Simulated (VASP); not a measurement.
Set up this calculation in VASP 6.6.1, as the native input.

| Quantity | Value |
| --- | --- |
| Task | single point |
| Functional | PBE |
| Potentials or basis | VASP PAW PBE potentials, release 64 (Ba_sv, Te) |
| Cutoff | 520 eV |
| k mesh | 8 × 8 × 8 |
| Occupations | gaussian, width 0.02 eV |
| Spin | no spin polarisation |
| Dipole correction | no |
| Further INCAR settings | ALGO = Normal; EDIFF = 1e-06; NBANDS = 15 |

The structure of BaTe lies in POSCAR:

```
BaTe
1.0
    0.0000000000      3.5322559924      3.5322559924
    3.5322559924      0.0000000000      3.5322559924
    3.5322559924      3.5322559924      0.0000000000
Ba Te
1 1
Direct
    0.0000000000      0.0000000000      0.0000000000
    0.5000000000      0.5000000000      0.5000000000
```

One way to write it, as run:

INCAR

```
SYSTEM = BaTe
PREC     = Accurate       ! precision mode
ENCUT    = 520            ! plane-wave cutoff, eV
EDIFF    = 1E-6           ! SCF threshold, eV
ISMEAR   = 0              ! smearing method
SIGMA    = 0.02           ! smearing width, eV
LREAL    = .FALSE.        ! projectors in reciprocal space
LASPH    = .TRUE.         ! aspherical terms in the spheres
NELM     = 60             ! most SCF steps
ALGO     = Normal         ! electronic algorithm
ISIF     = 2              ! what is computed and relaxed
LWAVE    = .FALSE.        ! write WAVECAR
LCHARG   = .TRUE.         ! write CHGCAR
GGA      = PE             ! functional
LELF     = .TRUE.         ! ELF
LVHAR    = .TRUE.       
NBANDS   = 15             ! bands
```

KPOINTS

```
regular mesh
0
G
  8 8 8
  0 0 0
```

Potentials or basis: VASP PAW PBE potentials, release 64 (Ba_sv, Te).

The run is started by

```bash
$ cat potpaw_PBE.64/Ba_sv/POTCAR potpaw_PBE.64/Te/POTCAR > POTCAR
$ mpirun -np 1 vasp_std > vasp.out
```

Results of the run:

```
Pressure               : 0.3 GPa
Band gap on the k mesh : 1.58 eV (least direct gap 1.96 eV)
```

Caveat: spin-orbit coupling is left out, which moves the levels of the heavy elements.

Run time: 55 s on 1 thread of Intel(R) Xeon(R) Platinum 8488C (Sapphire Rapids), with other jobs on the host, peak memory 0.25 GiB.
